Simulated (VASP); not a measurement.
**Bi: relaxation of cell and atoms with PBE**

Crystal: Bi.

```
Bi
1.0
     5.96692    0.00000    0.00000
    -2.98346    5.16750    0.00000
     0.00000    0.00000    3.98334
Bi
2
Direct
  0.33333 0.66667 0.55800
  0.66667 0.33333 0.44200
```

The cell was built from a structure type or drawn by symmetry, and may not be a known phase.

```
Program                : VASP 6.6.1
Task                   : relaxation of cell and atoms
Functional             : PBE
Potentials or basis    : VASP PAW PBE potentials, release 64 (Bi_d)
Cutoff                 : 600 eV
k mesh                 : 3 × 3 × 4
Occupations            : gaussian, width 0.1 eV
Spin                   : no spin polarisation
Dipole correction      : no
Further INCAR settings : ALGO = Normal; EDIFF = 1e-06; IBRION = 2; EDIFFG = -0.04; NSW = 90; ISIF = 3
```

```yaml
Relaxed_volume: 43.07 Å³/atom
Relaxed_cell: a = 5.333 Å, b = 5.333 Å, c = 3.498 Å, α = 90.00°, β = 90.00°, γ = 120.00°
Space_group_after_relaxing_to_0.1_Å: P-3m1 (No. 164)
Energy_gained_by_relaxing: 428.9 meV/atom
Ionic_steps: 6
Pressure_after_relaxing: 0.0 GPa
Largest_force_after_relaxing: 0.032 eV/Å
Band_gap_on_the_k_mesh: zero (bands 15 and 16 overlap by 2.00 eV)
```

Forces on the atoms (eV/Å):
```
Bi   0.000  0.000  0.032
Bi   0.000  0.000 -0.032
```

The path:
```csv
step,energy change (eV),largest force (eV/Å),pressure (GPa),volume (Å³)
1,0.0000,0.2164,-5.40,122.82
2,-0.8201,0.0695,-0.87,89.56
3,-0.8241,0.1009,-0.19,87.79
4,-0.8573,0.0371,0.16,85.64
5,-0.8577,0.0416,0.09,85.83
6,-0.8579,0.0318,-0.04,86.14
```

Final structure:
```cif
data_structure
_symmetry_space_group_name_H-M 'P 1'
_symmetry_Int_Tables_number 1
_cell_length_a 5.3326
_cell_length_b 5.3326
_cell_length_c 3.4978
_cell_angle_alpha 90.000
_cell_angle_beta 90.000
_cell_angle_gamma 120.000
_cell_volume 86.14
loop_
_atom_site_label
_atom_site_type_symbol
_atom_site_fract_x
_atom_site_fract_y
_atom_site_fract_z
_atom_site_occupancy
Bi1 Bi 0.33333 0.66667 0.55687 1
Bi2 Bi 0.66667 0.33333 0.44313 1
```

Levels at points of the mesh, in eV from the Fermi level:
| k point | band 11 | band 12 | band 13 | band 14 | band 15 | band 16 | band 17 | band 18 | band 19 |
| --- | --- | --- | --- | --- | --- | --- | --- | --- | --- |
| (0.00, 0.00, 0.00) | -12.92 | -9.16 | -3.00 | -3.00 | 0.56 | 0.56 | 1.92 | 3.28 | 4.38 |
| (0.00, 0.00, 0.50) | -11.67 | -8.12 | -4.34 | -1.72 | -1.72 | -0.96 | 1.98 | 1.98 | 5.07 |

Run time: 49 s on 1 thread of Intel(R) Xeon(R) 6975P-C (Granite Rapids), on a shared host, peak memory 0.27 GiB.

Caveat: the k points lie up to 0.45 Å⁻¹ apart in the final cell, too coarse for converged energies and pressures of a metal; the volume moved by over 15 % at a fixed basis, so the end points are rough; spin-orbit coupling is left out, which moves the levels of the heavy elements.
